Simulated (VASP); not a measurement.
**AlAu: single point with LDA**

Crystal: AlAu.

```
Al Au
1.0
     3.22394    0.00000    0.00000
     0.00000    3.22394    0.00000
     0.00000    0.00000    3.22394
Al Au
1 1
Direct
  0.00000 0.00000 0.00000
  0.50000 0.50000 0.50000
```

```yaml
Program: VASP 6.6.1
Task: single point
Functional: LDA
Potentials_or_basis: VASP PAW LDA potentials, release 64 (Al, Au)
Cutoff: 520 eV
k_mesh: 9 × 9 × 9
Occupations: methfessel-paxton, width 0.1 eV
Spin: no spin polarisation
Dipole_correction: no
Further_INCAR_settings: ALGO = Normal; EDIFF = 1e-07; NBANDS = 14
```

```json
{
 "Pressure": "-8.2 GPa",
 "Band gap on the k mesh": "zero (band 7 reaches 12.17 eV, above the bottom of band 8 at 8.54 eV)"
}
```

Levels at points of the mesh, in eV from the Fermi level:
```
           k point  band 4  band 5  band 6  band 7  band 8  band 9  band 10  band 11
(0.00, 0.00, 0.00)   -4.60   -4.60   -4.60    2.93    2.93    2.93     6.64     7.61
```

Wall time 4.8 s on 1 thread of AMD EPYC 9R45 (Zen 5), with other jobs on the host, peak memory 0.1 GiB.

Caveat: spin-orbit coupling is left out, which moves the levels of the heavy elements.
